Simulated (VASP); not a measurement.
MgS: single point with r2SCAN

The system is MgS.

```
CELL_PARAMETERS angstrom
4.03462 0.04035 0.00000
-1.98237 3.47391 0.00000
0.00000 0.00000 6.43229
ATOMIC_POSITIONS crystal
Mg 0.66667 0.33333 0.49575
Mg 0.33333 0.66667 0.99575
S 0.33333 0.66667 0.37924
S 0.66667 0.33333 0.87924
```

- Program: VASP 6.6.1
- Task: single point
- Functional: r2SCAN
- Potentials or basis: VASP PAW PBE potentials, release 64 (Mg, S)
- Cutoff: 660 eV
- k mesh: 6 × 6 × 4
- Occupations: gaussian, width 0.02 eV
- Spin: no spin polarisation

The pressure is -0.2 GPa. The largest force is 0.139 eV/Å and the band gap on the k mesh is 4.10 eV.

Forces in eV/Å, atoms in the order of the input:
```
Mg   0.105 -0.004  0.058
Mg  -0.105  0.004  0.058
S   -0.127  0.004 -0.058
S    0.127 -0.004 -0.058
```

Stress tensor (GPa, compression positive):
```
-0.17 -0.84  0.00
-0.84 -0.18  0.00
 0.00  0.00 -0.35
```

Levels at points of the mesh, in eV from the valence-band top:
```
           k point  band 6  band 7  band 8  band 9  band 10  band 11
(0.00, 0.00, 0.00)   -0.20   -0.14    0.00    4.10     5.34     7.97
(0.50, 0.00, 0.00)   -1.21   -0.93   -0.43    5.33     5.70     6.47
(0.00, 0.50, 0.00)   -1.28   -0.93   -0.49    5.25     5.69     6.43
(0.50, 0.50, 0.00)   -1.34   -0.94   -0.54    5.16     5.67     6.38
(0.00, 0.00, 0.50)   -0.42   -0.36   -0.36    5.56     5.56     8.10
(0.50, 0.00, 0.50)   -0.86   -0.82   -0.82    5.19     5.19     6.92
(0.00, 0.50, 0.50)   -0.92   -0.81   -0.81    5.16     5.16     6.90
(0.50, 0.50, 0.50)   -0.97   -0.81   -0.81    5.13     5.13     6.88
```

Wall time 8 min on 1 thread of Intel Xeon 8259CL, on a shared host, peak memory 0.35 GiB.

Caveat: the PAW data sets were made with another functional, which shifts forces and pressure a little.
